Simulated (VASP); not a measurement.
# NiO (Fm-3m) in VASP: settings compared, part 2 of 2

VASP 6.6.1. Earlier steps stand in the parts before.

## Step 4: Single point, PBE+D3(BJ), collinear spin, ferromagnetic start

This run uses another cell than the first one, of 9.21 Å³/atom, 1.014 times its volume.

Contents of INCAR:

```
ALGO = Normal
EDIFF = 1E-7
ENCUT = 520
GGA = PE
ISIF = 2
ISMEAR = -1
ISPIN = 2
IVDW = 12
LASPH = T
LCHARG = T
LELF = T
LMAXMIX = 4
LORBIT = 11
LREAL = F
LVHAR = T
LWAVE = F
MAGMOM = 1 0
NBANDS = 19
NELM = 150
PREC = Accurate
SIGMA = 0.05
```

Contents of KPOINTS:

```
k-points
0
Gamma
  11 11 11
```

Contents of POSCAR:

```
NiO
1.0
    0.0000000000      2.0957694038      2.0957694038
    2.0957694038      0.0000000000      2.0957694038
    2.0957694038      2.0957694038      0.0000000000
Ni O
1 1
Direct
    0.0000000000      0.0000000000      0.0000000000
    0.5000000000      0.5000000000      0.5000000000
```

The run is started by

```sh
$ cat potpaw_PBE.64/Ni/POTCAR potpaw_PBE.64/O/POTCAR > POTCAR
$ mpirun -np 1 vasp_std > vasp.out
```

Wall time 19 s (1 thread of Intel Xeon 6975P-C (Granite Rapids), shared host); peak memory 0.18 GiB.

It converged, with:

```
Free energy                                           : -12.0074 eV
Pressure                                              : -0.9 GPa
Net moment                                            : 1.73 μB per cell
Site moments                                          : Ni +1.42; O +0.26 μB
Valence electrons inside the program's atomic spheres : Ni 8.97; O 4.97
Dispersion energy per atom                            : -0.264 eV
```

Levels at points of the mesh, in eV from the Fermi level:
Spin up:
```csv
k point,band 5,band 6,band 7,band 8,band 9,band 10,band 11,band 12,band 13,band 14
"(0.00, 0.00, 0.00)",-2.94,-2.94,-2.60,-2.60,-2.60,1.49,17.83,18.86,18.86,18.86
```
Spin down:
```
           k point  band 3  band 4  band 5  band 6  band 7  band 8  band 9  band 10  band 11  band 12
(0.00, 0.00, 0.00)   -2.44   -2.44   -1.80   -1.80   -1.80   -0.58   -0.58     1.83    17.77    19.07
```

Caveat: a cell with one magnetic atom can't hold antiferromagnetic order, which such compounds often take; semilocal functionals often make such compounds metallic where correlation or magnetic order opens a gap, which also shifts bond lengths; pairwise dispersion overbinds metals, which lowers pressure and volume.

## Step 5: Single point, PBE+D4, collinear spin, ferromagnetic start

This run uses another cell than the first one, of 9.17 Å³/atom, 1.010 times its volume.

Contents of INCAR:

```
SYSTEM = NiO
  PREC = Accurate
  ENCUT = 520
  EDIFF = 1E-6
  ISMEAR = -1
  SIGMA = 0.05
  LREAL = .False.
  LASPH = .True.
  NELM = 150
  ALGO = Normal
  ISIF = 2
  LWAVE = .False.
  LCHARG = .False.
  ISPIN = 2
  MAGMOM = 1 0
  LORBIT = 11
  LMAXMIX = 4
  GGA = PE
  IVDW = 13
  NBANDS = 19
```

Contents of KPOINTS:

```
Automatic mesh
0
Gamma
  11 11 11
  0 0 0
```

Contents of POSCAR:

```
NiO
1.0
    0.0000000000      2.0930251138      2.0930251138
    2.0930251138      0.0000000000      2.0930251138
    2.0930251138      2.0930251138      0.0000000000
Ni O
1 1
Direct
    0.0000000000      0.0000000000      0.0000000000
    0.5000000000      0.5000000000      0.5000000000
```

The run is started by

```sh
$ cat potpaw_PBE.64/Ni/POTCAR potpaw_PBE.64/O/POTCAR > POTCAR
$ mpirun -np 1 vasp_std > vasp.out
```

It took 17 s on 1 thread of Intel Xeon 6975P-C (Granite Rapids), shared host; peak memory 0.16 GiB.

Results (log left out):

```yaml
Free_energy: -12.0927 eV
Pressure: -1.0 GPa
Net_moment: 1.71 μB per cell
Site_moments: Ni +1.41; O +0.26 μB
Valence_electrons_inside_the_program's_atomic_spheres: Ni 8.97; O 4.97
Dispersion_energy_per_atom: -0.307 eV
```

Levels at points of the mesh, in eV from the Fermi level:
Spin up:
```
           k point  band 7  band 8  band 9  band 10  band 11  band 12
(0.00, 0.00, 0.00)   -2.61   -2.61   -2.61     1.51    17.84    18.88
```
Spin down:
| k point | band 4 | band 5 | band 6 | band 7 | band 8 | band 9 | band 10 | band 11 |
| --- | --- | --- | --- | --- | --- | --- | --- | --- |
| (0.00, 0.00, 0.00) | -2.47 | -1.82 | -1.82 | -1.82 | -0.60 | -0.60 | 1.85 | 17.78 |

Caveat: a cell with one magnetic atom can't hold antiferromagnetic order, which such compounds often take; semilocal functionals often make such compounds metallic where correlation or magnetic order opens a gap, which also shifts bond lengths; pairwise dispersion overbinds metals, which lowers pressure and volume.

## Step 6: Single point, BLYP, collinear spin, ferromagnetic start

This run uses another cell than the first one, of 9.82 Å³/atom, 1.082 times its volume.

Contents of INCAR:

```
SYSTEM = NiO
PREC = Accurate
ENCUT = 520
EDIFF = 1E-7
ISMEAR = -1
SIGMA = 0.05
LREAL = .False.
LASPH = .True.
NELM = 150
ALGO = Normal
ISIF = 2
LWAVE = .False.
LCHARG = .True.
ISPIN = 2
MAGMOM = 1 0
LORBIT = 11
LMAXMIX = 4
GGA = B5
ALDAX = 1.0
AGGAX = 1.0
AGGAC = 1.0
ALDAC = 0.0
LELF = .True.
LVHAR = .True.
NBANDS = 19
```

Contents of KPOINTS:

```
regular mesh
0
Gamma
  11 11 11
  0 0 0
```

Contents of POSCAR:

```
NiO
1.0
    0.0000000000      2.1412077688      2.1412077688
    2.1412077688      0.0000000000      2.1412077688
    2.1412077688      2.1412077688      0.0000000000
Ni O
1 1
Direct
    0.0000000000      0.0000000000      0.0000000000
    0.5000000000      0.5000000000      0.5000000000
```

Potentials or basis: VASP PAW PBE potentials, release 64 (Ni, O).

The run is started by

```sh
$ cat potpaw_PBE.64/Ni/POTCAR potpaw_PBE.64/O/POTCAR > POTCAR
$ mpirun -np 1 vasp_std > vasp.out
```

Run time: 24 s. Hardware: 1 thread of Intel Xeon 6975P-C (Granite Rapids), shared host; peak memory 0.17 GiB.

It converged, with:

```
Free energy                                           : -10.6315 eV
Pressure                                              : -0.6 GPa
Net moment                                            : 1.83 μB per cell
Site moments                                          : Ni +1.49; O +0.29 μB
Valence electrons inside the program's atomic spheres : Ni 8.88; O 4.96
```

Levels at points of the mesh, in eV from the Fermi level:
Spin up:
| k point | band 6 | band 7 | band 8 | band 9 | band 10 | band 11 | band 12 | band 13 |
| --- | --- | --- | --- | --- | --- | --- | --- | --- |
| (0.00, 0.00, 0.00) | -2.64 | -2.52 | -2.52 | -2.52 | 1.45 | 18.37 | 18.72 | 18.72 |
Spin down:
| k point | band 5 | band 6 | band 7 | band 8 | band 9 | band 10 |
| --- | --- | --- | --- | --- | --- | --- |
| (0.00, 0.00, 0.00) | -1.71 | -1.71 | -1.71 | -0.43 | -0.43 | 1.80 |

Caveat: the PAW data sets were made with another functional, which shifts forces and pressure a little; a cell with one magnetic atom can't hold antiferromagnetic order, which such compounds often take; semilocal functionals often make such compounds metallic where correlation or magnetic order opens a gap, which also shifts bond lengths.

## Step 7: The runs side by side

```csv
level,cell,k mesh,smearing,gap on the mesh (eV),pressure (GPa),moment (μB)
r2SCAN,"a = 2.950 Å, angles 60.0°, 2 atoms",6 × 6 × 6,fermi-dirac 0.05 eV,0.70,2.8,2.00
PBE,"a = 2.950 Å, angles 60.0°, 2 atoms",11 × 11 × 11,gaussian 0.012 eV,none,6.1,1.78
PBE+D3(BJ),"a = 2.964 Å, angles 60.0°, 2 atoms",11 × 11 × 11,fermi-dirac 0.05 eV,none,-0.9,1.73
PBE+D4,"a = 2.960 Å, angles 60.0°, 2 atoms",11 × 11 × 11,fermi-dirac 0.05 eV,none,-1.0,1.71
BLYP,"a = 3.028 Å, angles 60.0°, 2 atoms",11 × 11 × 11,fermi-dirac 0.05 eV,none,-0.6,1.83
```

Alike in all rows: task single point; potentials or basis VASP PAW PBE potentials, release 64 (Ni, O); spin collinear, ferromagnetic start; cutoff (eV) 520.

Caveats: some runs use coarse meshes; a cell with one magnetic atom can't hold antiferromagnetic order, which such compounds often take; semilocal functionals often make such compounds metallic where correlation or magnetic order opens a gap, which also shifts bond lengths (some runs); the PAW data sets were made with another functional, which shifts forces and pressure a little (some runs); pairwise dispersion overbinds metals, which lowers pressure and volume (some runs).

Absolute energies hang on the potentials; compare differences alone.

## Step 8: How close it comes

Step 4. Measured gap of NiO: 4.3 eV (quoted in “Local correlations, non-local screening, multiplets, and band formation in NiO”, 2012, arxiv:1210.6675). This calculation gives 0.00 eV (-4.30 eV). So large a miss can be the level of theory's own, or it may mean another phase, state or a wrong row. The value is that of PBE+D3(BJ) on a finite k mesh, which can miss the band edges, without temperature or zero-point motion. Semilocal functionals fall short of measured gaps as a rule. The run's magnetic order (collinear spin, ferromagnetic start) needn't be the measured crystal's.

Step 5. Against the measured gap of NiO, 4.3 eV (quoted in “Local correlations, non-local screening, multiplets, and band formation in NiO”, 2012, arxiv:1210.6675), the calculated 0.00 eV is off by -4.30 eV. So large a miss can be the level of theory's own, or it may mean another phase, state or a wrong row. The value is that of PBE+D4 on a finite k mesh, which can miss the band edges, without temperature or zero-point motion. Semilocal functionals fall short of measured gaps as a rule. The run's magnetic order (collinear spin, ferromagnetic start) needn't be the measured crystal's.

Step 6. Against the measured gap of NiO, 4.3 eV (quoted in “Local correlations, non-local screening, multiplets, and band formation in NiO”, 2012, arxiv:1210.6675), the calculated 0.00 eV is off by -4.30 eV. So large a miss can be the level of theory's own, or it may mean another phase, state or a wrong row. The value is that of BLYP on a finite k mesh, which can miss the band edges, without temperature or zero-point motion. Semilocal functionals fall short of measured gaps as a rule. The run's magnetic order (collinear spin, ferromagnetic start) needn't be the measured crystal's.
